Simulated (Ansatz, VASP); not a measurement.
As: VASP beside Ansatz

```
As
1.0
     1.81500   -5.48000    0.00000
     1.81500    5.48000    0.00000
     0.00000    0.00000    4.45000
As
4
Direct
  0.09800 0.90200 0.91000
  0.59800 0.40200 0.59000
  0.90200 0.09800 0.09000
  0.40200 0.59800 0.41000
```

Alike in both runs: task relaxation of cell and atoms; functional PBE; k mesh 9 × 9 × 7; occupations fermi-dirac, width 0.1 eV; no spin polarisation.

|  | VASP | Ansatz |
| --- | --- | --- |
| version | VASP 6.6.1 | Ansatz 0.2.0 |
| potentials or method | VASP PAW PBE potentials, release 64 (As), cutoff 500 eV | plane waves (420 eV) with PAW, scalar-relativistic |
| valence electrons in the cell | 20 | 60 |

|  | VASP | Ansatz | Ansatz less VASP |
| --- | --- | --- | --- |
| relaxed volume (Å³/atom) | 24.74 | 24.68 | -0.064 |
| relaxed cell length with the largest relative difference (Å) | 4.647 | 4.669 | +0.0218 |

VASP's potentials hold 20 valence electrons a cell and Ansatz's 60, so a difference there can come from the potentials and not from the codes.
